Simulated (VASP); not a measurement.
A run of VASP 6.6.1:

Contents of INCAR:

```
SYSTEM = Ir
ALGO = Normal
EDIFF = 1E-6
ENCUT = 520
GGA = PS
ISIF = 2
ISMEAR = 0
LASPH = .TRUE.
LCHARG = .FALSE.
LREAL = .FALSE.
LWAVE = .FALSE.
NBANDS = 10
NELM = 60
PREC = Accurate
SIGMA = 0.1
```

KPOINTS

```
k-points
0
G
  18 18 18
  0 0 0
```

File POSCAR:

```
Ir
1.0
    0.0000000000      1.8352378359      1.8352378359
    1.8352378359      0.0000000000      1.8352378359
    1.8352378359      1.8352378359      0.0000000000
Ir
1
Direct
    0.0000000000      0.0000000000      0.0000000000
```

Potentials or basis: VASP PAW PBE potentials, release 64 (Ir).

Launch:

```bash
$ cat potpaw_PBE.64/Ir/POTCAR > POTCAR
$ mpirun -np 1 vasp_std > vasp.out
```

Hardware: 1 thread of Intel Xeon 8259CL (shared host).

**Question.** How long does it take, and how much memory?

**Answer.** It took 25 s on 1 thread of Intel Xeon 8259CL, with other jobs on the host, peak memory 0.15 GiB. Counts: scf iterations 11, k points 195.
